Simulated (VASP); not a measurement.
Here is a VASP 6.6.1 calculation.

INCAR

```
SYSTEM = Si
PREC = Accurate
ENCUT = 500
EDIFF = 1E-6
ISMEAR = 0
SIGMA = 0.02
LREAL = .FALSE.
LASPH = .TRUE.
NELM = 120
ALGO = Normal
ISIF = 2
LWAVE = .FALSE.
LCHARG = .FALSE.
GGA = PE
NBANDS = 11
GGA_COMPAT = .FALSE.
```

Contents of KPOINTS:

```
regular mesh
0
G
  8 8 8
  0 0 0
```

POSCAR

```
Si
1.0
    0.0000000000      2.7071775604      2.7071775604
    2.7071775604      0.0000000000      2.7071775604
    2.7071775604      2.7071775604      0.0000000000
Si
2
Direct
    0.7500000000      0.7500000000      0.7500000000
    0.5000000000      0.5000000000      0.5000000000
```

Potentials or basis: VASP PAW PBE potentials, release 64 (Si).

Command:

```sh
$ cat potpaw_PBE.64/Si/POTCAR > POTCAR
$ mpirun -np 1 vasp_std > vasp.out
```

(1) Predict the pressure.

(2) What does it give for the band gap on the k mesh?

Answers

(1) 2.8 GPa.

(2) 0.60 eV, indirect (least direct gap 2.57 eV).
